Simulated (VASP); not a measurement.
Wanted: the native input for a VASP 6.6.1 run.

| Property | Result |
| --- | --- |
| Task | single point |
| Functional | PBEsol |
| Potentials or basis | VASP PAW PBE potentials, release 64 (Hf_pv, N) |
| Cutoff | 520 eV |
| k mesh | 18 × 18 × 18 |
| Occupations | gaussian, width 0.15 eV |
| Spin | no spin polarisation |
| Dipole correction | no |
| Further INCAR settings | ALGO = Normal; EDIFF = 1e-06; NBANDS = 14 |

The structure of HfN lies in POSCAR:

```
HfN
1.0
    0.0000000000      2.2985325000      2.2590000000
    2.2985325000      0.0000000000      2.2590000000
    2.2985325000      2.2985325000      0.0000000000
Hf N
1 1
Direct
    0.0000000000      0.0000000000      0.0000000000
    0.5000000000      0.5000000000      0.5000000000
```

This cell differs from its parent crystal: strain +0.0175 x Voigt [1, 1, 0, 0, 0, 0].

One way to write it, as run:

INCAR

```
  PREC = Accurate
  ENCUT = 520
  EDIFF = 1E-6
  ISMEAR = 0
  SIGMA = 0.15
  LREAL = False
  LASPH = True
  NELM = 100
  ALGO = Normal
  ISIF = 2
  LWAVE = False
  LCHARG = False
  GGA = PS
  NBANDS = 14
```

KPOINTS

```
Automatic mesh
0
Gamma
  18 18 18
```

Potentials or basis: VASP PAW PBE potentials, release 64 (Hf_pv, N).

Command:

```console
$ cat potpaw_PBE.64/Hf_pv/POTCAR potpaw_PBE.64/N/POTCAR > POTCAR
$ mpirun -np 1 vasp_std > vasp.out
```

Results of the run:

```json
{"Pressure": "-13.7 GPa"}
```

Caveat: the cell differs from its parent crystal (strain +0.0175 x Voigt [1, 1, 0, 0, 0, 0]); the PAW data sets were made with another functional, which shifts forces and pressure a little.

Run time: 37 s on 1 thread of Intel(R) Xeon(R) 6975P-C (Granite Rapids) (shared host), peak memory 0.28 GiB.
